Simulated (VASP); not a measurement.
# Pb (P6/mmm) in VASP: notebook

Runs on Pb. Level: LDA. Tasks: single point.

Everything below comes from runs of VASP 6.6.1. Logs are shortened: lines on timing, memory, paths and dates and some standing lists are left out, and cuts for length are marked.

**1. The cell of the first run**

It takes space group P6/mmm (No. 191, hexagonal). Conventional cell: a = 5.501 Å, b = 5.501 Å, c = 3.342 Å, α = 90.00°, β = 90.00°, γ = 120.00°. Pb (site symmetry 6/mmm) has 14 Pb at 3.34 to 3.59 Å within 4.4 Å. Within 4.2 Å of Pb (site symmetry -6m2) lie 11 Pb at 3.18 to 3.59 Å.

This isn't the form of Pb at room conditions, which is fcc.

**2. Single point, LDA**

Input file INCAR:

```
SYSTEM = Pb
PREC = Accurate
ENCUT = 520
EDIFF = 1E-6
ISMEAR = -1
SIGMA = 0.1
LREAL = .FALSE.
LASPH = .TRUE.
NELM = 80
ALGO = Normal
ISIF = 2
LWAVE = .FALSE.
LCHARG = .FALSE.
GGA = CA
NBANDS = 28
```

Input file KPOINTS:

```
regular mesh
0
G
  7 7 9
  0 0 0
```

Input file POSCAR:

```
Pb
1.0
    5.5012538984      0.0000000000      0.0000000000
   -2.7506269492      4.7642256287      0.0000000000
    0.0000000000      0.0000000000      3.3423250342
Pb
3
Direct
    0.0000000000      1.0000000000      0.0000000000
    0.3333333333      0.6666666667      0.5000000000
    0.6666666667      0.3333333333      0.5000000000
```

Potentials or basis: VASP PAW LDA potentials, release 64 (Pb_d).

Launch:

```sh
$ cat potpaw_LDA.64/Pb_d/POTCAR > POTCAR
$ mpirun -np 1 vasp_std > vasp.out
```

OUTCAR:

```text
SYSTEM = Pb
   PREC = Accurate
   ENCUT = 520
   EDIFF = 1E-6
   ISMEAR = -1
   LREAL = .FALSE.
   LASPH = .TRUE.
   NELM = 80
   ISIF = 2
   GGA = CA

 ion  position               nearest neighbor table
   1  0.000  0.000  0.000-   2 3.59   3 3.59   2 3.59   3 3.59   3 3.59   3 3.59   2 3.59   2 3.59
                             3 3.59   3 3.59   2 3.59   2 3.59
   2  0.333  0.667  0.500-   3 3.18   3 3.18   3 3.18   1 3.59   1 3.59   1 3.59   1 3.59   1 3.59
                             1 3.59
   3  0.667  0.333  0.500-   2 3.18   2 3.18   2 3.18   1 3.59   1 3.59   1 3.59   1 3.59   1 3.59
                             1 3.59

  LATTYP: Found a hexagonal cell.
 ALAT       =     5.5012538984
 C/A-ratio  =     0.6075569490

  Lattice vectors:

 A1 = (   5.5012538984,   0.0000000000,   0.0000000000)
 A2 = (  -2.7506269492,   4.7642256287,   0.0000000000)
 A3 = (   0.0000000000,   0.0000000000,   3.3423250342)

Analysis of symmetry for initial positions (statically):
=====================================================================
 Subroutine PRICEL returns:
 Original cell was already a primitive cell.

 Routine SETGRP: Setting up the symmetry group for a
 hexagonal supercell.

 Subroutine GETGRP returns: Found 24 space group operations
 (whereof 24 operations were pure point group operations)
 out of a pool of 24 trial point group operations.

The static configuration has the point symmetry D_6h.

Analysis of symmetry for dynamics (positions and initial velocities):
=====================================================================
 Subroutine PRICEL returns:
 Original cell was already a primitive cell.

 Routine SETGRP: Setting up the symmetry group for a
 hexagonal supercell.

 Subroutine GETGRP returns: Found 24 space group operations
 (whereof 24 operations were pure point group operations)
 out of a pool of 24 trial point group operations.

The dynamic configuration has the point symmetry D_6h.

 Subroutine INISYM returns: Found 24 space group operations
 (whereof 24 operations are pure point group operations),
 and found     1 'primitive' translations

----------------------------------------------------------------------------------------

                                     Primitive cell

  volume of cell :      87.5997

  direct lattice vectors                    reciprocal lattice vectors
     5.501253898  0.000000000  0.000000000     0.181776740  0.104948850  0.000000000
    -2.750626949  4.764225629  0.000000000     0.000000000  0.209897700  0.000000000
     0.000000000  0.000000000  3.342325034     0.000000000  0.000000000  0.299192924

  length of vectors
     5.501253898  5.501253898  3.342325034     0.209897700  0.209897700  0.299192924

  position of ions in fractional coordinates (direct lattice)
     0.000000000  0.000000000  0.000000000
     0.333333333  0.666666667  0.500000000
     0.666666667  0.333333333  0.500000000

  ion indices of the primitive-cell ions
   primitive index   ion index
                 1           1
                 2           2
                 3           3

----------------------------------------------------------------------------------------

 KPOINTS: regular mesh

Automatic generation of k-mesh.
 Grid dimensions read from file:
 generate k-points for:    7    7    9

 Generating k-lattice:

  Cartesian coordinates                     Fractional coordinates (reciprocal lattice)
     0.025968106  0.014992693  0.000000000     0.142857143  0.000000000  0.000000000
     0.000000000  0.029985386  0.000000000     0.000000000  0.142857143  0.000000000
     0.000000000  0.000000000  0.033243658     0.000000000  0.000000000  0.111111111

  Length of vectors
     0.029985386  0.029985386  0.033243658

  Shift w.r.t. Gamma in fractional coordinates (k-lattice)
     0.000000000  0.000000000  0.000000000

 Subroutine IBZKPT returns following result:
 ===========================================

 Found     40 irreducible k-points:

 Following reciprocal coordinates:
            Coordinates               Weight
  0.000000  0.000000  0.000000      1.000000
  0.142857 -0.000000  0.000000      6.000000
  0.285714  0.000000  0.000000      6.000000
  0.428571  0.000000  0.000000      6.000000
  0.142857  0.142857  0.000000      6.000000
  0.285714  0.142857  0.000000     12.000000
[... 16 lines left out ...]
  0.428571  0.142857  0.222222     12.000000
  0.285714  0.285714  0.222222     12.000000
 [... further k-points ...]
   k-points           NKPTS =     40   k-points in BZ     NKDIM =     40   number of bands    NBANDS=     28
   number of dos      NEDOS =    301   number of ions     NIONS =      3
   total plane-waves  NPLWV =  49392
   dimension x,y,z NGX =    42 NGY =   42 NGZ =   28
   dimension x,y,z NGXF=    84 NGYF=   84 NGZF=   56
   ions per type =               3
   NGX,Y,Z   is equivalent  to a cutoff of  12.69, 12.69, 13.93 a.u.
   NGXF,Y,Z  is equivalent  to a cutoff of  25.38, 25.38, 27.85 a.u.
 SYSTEM =  Pb
   PREC   = accura    normal or accurate (medium, high low for compatibility)
   ISTART =      0    job   : 0-new  1-cont  2-samecut
   ICHARG =      2    charge: 1-file 2-atom 10-const
   ISPIN  =      1    spin polarized calculation?
   LNONCOLLINEAR =      F non collinear calculations
   LSORBIT =      F    spin-orbit coupling
   LASPH  =      T    aspherical Exc in radial PAW
   ENCUT  =  520.0 eV  38.22 Ry    6.18 a.u.  10.23 10.23  6.21*2*pi/ulx,y,z
   NELM   =     80;   NELMIN=  2; NELMDL= -5     # of ELM steps
   EDIFF  = 0.1E-05   stopping-criterion for ELM
   LREAL  =      F    real-space projection
   EDIFFG = 0.1E-04   stopping-criterion for IOM
   NSW    =      0    number of steps for IOM
   IBRION =     -1    ionic relax: 0-MD 1-quasi-New 2-CG
   NFREE  =      0    steps in history (QN), initial steepest desc. (CG)
   ISIF   =      2    stress and relaxation
   ISYM   =      2    0-nonsym 1-usesym 2-fastsym
   POTIM  = 0.5000    time-step for ionic-motion
   TEBEG  =    0.0;   TEEND  =   0.0 temperature during run
   PSTRESS=    0.0 pullay stress
   NELECT =      42.0000    total number of electrons
   NUPDOWN=      -1.0000    fix difference up-down
   EMIN   =  10.00;   EMAX   =-10.00  energy-range for DOS
   EFERMI =   0.00;   METHOD = LEGACY
   ISMEAR =    -1;   SIGMA  =   0.10  broadening in eV -4-tet -1-fermi 0-gaus
   EFERMI_NEDOS =   21; number of points for ismear=-14 and -15
   IALGO  =     38    algorithm
   IMIX   =      4    mixing-type and parameters
     AMIX     =   0.40;   BMIX     =  1.00
     AMIX_MAG =   1.60;   BMIX_MAG =  1.00
  volume/ion in A,a.u.               =      29.20       197.05
  Fermi-wavevector in a.u.,A,eV,Ry     =   1.281318  2.421340 22.337727  1.641777
  Thomas-Fermi vector in A             =   2.413695
   LORBIT       =      0    0 simple, 1 ext, 2 COOP (PROOUT), +10 PAW based schemes
   GGA     = CA    functional components
   LHFCALC =     F    Hartree Fock is set to
   AEXX    =    0.0000 exact exchange contribution
   IVDW    =     0    specifies the selected vdW correction
   LEPSILON=     F    determine dielectric tensor
   LRPA    =     F    only Hartree local field effects (RPA)
 non-spin polarized calculation
  energy-cutoff  :      520.00
  volume of cell :       87.60
 maximum number of plane-waves:      2376
 NGX is ok and might be reduce to    42
   NGX = 21   NGY = 21   NGZ = 13

 number of electron      42.0000017 magnetization

 Free energy of the ion-electron system (eV)
  ---------------------------------------------------
  ext. energy  EPLUGINS =         0.00000000
  ---------------------------------------------------
  free energy    TOTEN  =       -12.61998769 eV

  energy without entropy =      -12.56483612  energy(sigma->0) =      -12.59241191

 E-fermi :   7.4163     XC(G=0): -10.6303

 val. band max:        7.3788741069   @ k =   0.1429   0.1429   0.4444
 cond. band min:       7.4408253787   @ k =   0.2857   0.2857   0.2222
 fundamental gap:      0.0619512718
 Fermi energy:         7.4163403182

 k-point     1 :       0.0000    0.0000    0.0000
  band No.  band energies     occupation
      1      -9.8556      2.00000
      2      -9.7199      2.00000
      3      -9.6333      2.00000
      4      -9.6333      2.00000
      5      -9.5613      2.00000
      6      -9.5613      2.00000
[... 20 lines left out ...]
     27      15.4185      0.00000
     28      15.5346      0.00000

 k-point     2 :       0.1429   -0.0000    0.0000
  band No.  band energies     occupation
      1      -9.8489      2.00000
      2      -9.7229      2.00000
      3      -9.6373      2.00000
      4      -9.6355      2.00000
      5      -9.5998      2.00000
      6      -9.5753      2.00000
[... 20 lines left out ...]
     27      15.0467      0.00000
     28      15.2143      0.00000

 k-point     3 :       0.2857    0.0000    0.0000
  band No.  band energies     occupation
      1      -9.8332      2.00000
      2      -9.7342      2.00000
      3      -9.6780      2.00000
      4      -9.6464      2.00000
      5      -9.6252      2.00000
      6      -9.6236      2.00000
[... 20 lines left out ...]
     27      14.7327      0.00000
     28      14.9178      0.00000

 k-point     4 :       0.4286    0.0000    0.0000
  band No.  band energies     occupation
      1      -9.8201      2.00000
      2      -9.7528      2.00000
      3      -9.7092      2.00000
      4      -9.6539      2.00000
      5      -9.6505      2.00000
      6      -9.6285      2.00000
[... 578 lines left out ...]
     27      12.8796      0.00000
     28      14.9811      0.00000

 k-point    23 :       0.4286    0.1429    0.2222
  band No.  band energies     occupation
      1      -9.7144      2.00000
      2      -9.6935      2.00000
      3      -9.6719      2.00000
      4      -9.6680      2.00000
      5      -9.6323      2.00000
      6      -9.6087      2.00000
[... 20 lines left out ...]
     27      12.5322      0.00000
     28      14.6619      0.00000

 k-point    24 :       0.2857    0.2857    0.2222
  band No.  band energies     occupation
      1      -9.7118      2.00000
      2      -9.6822      2.00000
      3      -9.6756      2.00000
      4      -9.6702      2.00000
      5      -9.6302      2.00000
      6      -9.6200      2.00000
[... 20 lines left out ...]
     27      13.1760      0.00000
     28      15.6772      0.00000

 [... further k-points ...]

------------------------ aborting loop because EDIFF is reached ----------------------------------------

  FORCE on cell =-STRESS in cart. coord.  units (eV):
  Direction    XX          YY          ZZ          XY          YZ          ZX
  --------------------------------------------------------------------------------------
  -------------------------------------------------------------------------------------
  Total        0.0303999      0.0303999      0.0146166     -0.0000000     -0.0000000      0.0000000
  in kB        0.5560060      0.5560060      0.2673343     -0.0000000     -0.0000000      0.0000000
  external PRESSURE =       0.4597821 kB  Pullay stress =       0.0000000 kB

 VOLUME and BASIS-vectors are now :
 -----------------------------------------------------------------------------
  energy-cutoff  :      520.00
  volume of cell :       87.60
      direct lattice vectors                 reciprocal lattice vectors
     5.501253898  0.000000000  0.000000000     0.181776740  0.104948850  0.000000000
    -2.750626949  4.764225629  0.000000000     0.000000000  0.209897700  0.000000000
     0.000000000  0.000000000  3.342325034     0.000000000  0.000000000  0.299192924

 POSITION                                       TOTAL-FORCE (eV/Angst)
 -----------------------------------------------------------------------------------
      0.00000      0.00000      0.00000         0.000000      0.000000     -0.000000
     -0.00000      3.17615      1.67116        -0.000000      0.000000     -0.000000
      2.75063      1.58808      1.67116         0.000000     -0.000000      0.000000
 -----------------------------------------------------------------------------------
    total drift:                                0.000000      0.000000     -0.000000

  FREE ENERGIE OF THE ION-ELECTRON SYSTEM (eV)
  ---------------------------------------------------
  free  energy   TOTEN  =       -12.6199876933 eV

  energy  without entropy=      -12.5648361201  energy(sigma->0) =      -12.59241191
```

Wall time 52 s (1 thread of Intel Xeon 6975P-C (Granite Rapids), shared host); peak memory 0.21 GiB.

What came out:

* Free energy: -12.6200 eV
* Pressure: 0.0 GPa
* Band gap on the k mesh: zero (bands 21 and 22 overlap by 4.22 eV)

Caveat: spin-orbit coupling is left out, which moves the levels of the heavy elements.

**3. Single point, LDA (25.70 Å³/atom)**

This run uses another cell than the first one, of 25.70 Å³/atom.

Input file INCAR:

```
SYSTEM = Pb
  PREC = Accurate
  ENCUT = 520
  EDIFF = 1E-6
  ISMEAR = -1
  SIGMA = 0.1
  LREAL = .FALSE.
  LASPH = .TRUE.
  NELM = 100
  ALGO = Normal
  ISIF = 2
  LWAVE = .FALSE.
  LCHARG = .FALSE.
  GGA = CA
  NBANDS = 28
```

Input file KPOINTS:

```
regular mesh
0
G
  8 8 11
  0 0 0
```

Input file POSCAR:

```
Pb
1.0
    5.2717634335      0.0000000000      0.0000000000
   -2.6358817168      4.5654810561      0.0000000000
    0.0000000000      0.0000000000      3.2028965075
Pb
3
Direct
    0.0000000000      1.0000000000      0.0000000000
    0.3333333333      0.6666666667      0.5000000000
    0.6666666667      0.3333333333      0.5000000000
```

Potentials or basis: VASP PAW LDA potentials, release 64 (Pb_d).

Launch:

```sh
$ cat potpaw_LDA.64/Pb_d/POTCAR > POTCAR
$ mpirun -np 1 vasp_std > vasp.out
```

OUTCAR:

```text
SYSTEM = Pb
   PREC = Accurate
   ENCUT = 520
   EDIFF = 1E-6
   ISMEAR = -1
   LREAL = .FALSE.
   LASPH = .TRUE.
   NELM = 100
   ISIF = 2
   GGA = CA

 ion  position               nearest neighbor table
   1  0.000  0.000  0.000-   2 3.44   3 3.44   2 3.44   3 3.44   2 3.44   2 3.44   3 3.44   3 3.44
                             3 3.44   3 3.44   2 3.44   2 3.44
   2  0.333  0.667  0.500-   3 3.04   3 3.04   3 3.04   1 3.44   1 3.44   1 3.44   1 3.44   1 3.44
                             1 3.44
   3  0.667  0.333  0.500-   2 3.04   2 3.04   2 3.04   1 3.44   1 3.44   1 3.44   1 3.44   1 3.44
                             1 3.44

  LATTYP: Found a hexagonal cell.
 ALAT       =     5.2717634335
 C/A-ratio  =     0.6075569490

  Lattice vectors:

 A1 = (   5.2717634335,   0.0000000000,   0.0000000000)
 A2 = (  -2.6358817168,   4.5654810561,   0.0000000000)
 A3 = (   0.0000000000,   0.0000000000,   3.2028965075)

Analysis of symmetry for initial positions (statically):
=====================================================================
 Subroutine PRICEL returns:
 Original cell was already a primitive cell.

 Routine SETGRP: Setting up the symmetry group for a
 hexagonal supercell.
[... 168 lines left out ...]

 E-fermi :   9.0246     XC(G=0): -11.2648

 val. band max:        9.0211653882   @ k =   0.3750   0.0000   0.3636
 cond. band min:       9.0271293740   @ k =   0.3750   0.0000   0.2727
 fundamental gap:      0.0059639858
 Fermi energy:         9.0246057433

 k-point     1 :       0.0000    0.0000    0.0000
  band No.  band energies     occupation
      1      -8.4957      2.00000
      2      -8.3027      2.00000
      3      -8.1395      2.00000
      4      -8.1395      2.00000
      5      -8.1214      2.00000
      6      -8.0779      2.00000
[... 733 lines left out ...]
     27      14.3169      0.00000
     28      16.5698      0.00000

 [... further k-points ...]

------------------------ aborting loop because EDIFF is reached ----------------------------------------

  FORCE on cell =-STRESS in cart. coord.  units (eV):
  Direction    XX          YY          ZZ          XY          YZ          ZX
  --------------------------------------------------------------------------------------
  -------------------------------------------------------------------------------------
  Total        4.8747816      4.8747816      3.6253250     -0.0000000     -0.0000000      0.0000000
  in kB      101.3165480    101.3165480     75.3480755     -0.0000000     -0.0000000      0.0000000
  external PRESSURE =      92.6603905 kB  Pullay stress =       0.0000000 kB

 VOLUME and BASIS-vectors are now :
 -----------------------------------------------------------------------------
  energy-cutoff  :      520.00
  volume of cell :       77.09
      direct lattice vectors                 reciprocal lattice vectors
     5.271763434  0.000000000  0.000000000     0.189689847  0.109517484  0.000000000
    -2.635881717  4.565481056  0.000000000     0.000000000  0.219034969  0.000000000
     0.000000000  0.000000000  3.202896508     0.000000000  0.000000000  0.312217394

 POSITION                                       TOTAL-FORCE (eV/Angst)
 -----------------------------------------------------------------------------------
      0.00000      0.00000      0.00000         0.000000     -0.000000      0.000000
     -0.00000      3.04365      1.60145        -0.000000      0.000000      0.000000
      2.63588      1.52183      1.60145         0.000000     -0.000000      0.000000
 -----------------------------------------------------------------------------------
    total drift:                                0.000000     -0.000000      0.000000

  FREE ENERGIE OF THE ION-ELECTRON SYSTEM (eV)
  ---------------------------------------------------
  free  energy   TOTEN  =       -12.3811451142 eV

  energy  without entropy=      -12.3423933394  energy(sigma->0) =      -12.36176923
```

OSZICAR:

```text
N       E                     dE             d eps       ncg     rms          rms(c)
DAV:   1     0.490286247525E+03    0.49029E+03   -0.20938E+04  3368   0.193E+03
DAV:   2     0.284900552068E+02   -0.46180E+03   -0.45458E+03  3376   0.480E+02
DAV:   3    -0.109673985610E+02   -0.39457E+02   -0.38894E+02  4044   0.182E+02
DAV:   4    -0.124045514847E+02   -0.14372E+01   -0.14344E+01  4072   0.383E+01
DAV:   5    -0.124630388269E+02   -0.58487E-01   -0.58484E-01  4548   0.659E+00    0.145E+00
DAV:   6    -0.123995721838E+02    0.63467E-01   -0.90396E-02  4752   0.567E+00    0.713E-01
DAV:   7    -0.123823327866E+02    0.17239E-01   -0.77623E-02  4424   0.346E+00    0.171E-01
DAV:   8    -0.123814269442E+02    0.90584E-03   -0.97659E-03  4172   0.208E+00    0.907E-02
DAV:   9    -0.123811535743E+02    0.27337E-03   -0.73830E-04  4552   0.597E-01    0.249E-02
DAV:  10    -0.123811453144E+02    0.82599E-05   -0.10816E-04  4628   0.971E-02    0.692E-03
DAV:  11    -0.123811451142E+02    0.20023E-06   -0.37538E-06  3336   0.306E-02
   1 F= -.12381145E+02 E0= -.12361769E+02  d E =-.387518E-01
```

stdout:

```text
POSCAR found type information on POSCAR Pb
 POSCAR found :  1 types and       3 ions
 scaLAPACK will be used
 LDA part: xc-table for (Slater(with rela. corr.)+CA(PZ))
 , standard interpolation
 POSCAR, INCAR and KPOINTS ok, starting setup
 FFT: planning ... GRIDC
 FFT: planning ... GRID_SOFT
 FFT: planning ... GRID
 WAVECAR not read
 entering main loop
```

Wall time 62 s (1 thread of Intel Xeon 6975P-C (Granite Rapids), shared host); peak memory 0.21 GiB.

Results:

```
Free energy            : -12.3811 eV
Pressure               : 9.3 GPa
Band gap on the k mesh : zero (bands 21 and 22 overlap by 4.29 eV)
```

Stress tensor (GPa, compression positive):
```
10.13  0.00  0.00
 0.00 10.13  0.00
 0.00  0.00  7.53
```

Caveat: the cell stands under pressure; spin-orbit coupling is left out, which moves the levels of the heavy elements.

(Part 1 of 2 ends here.)
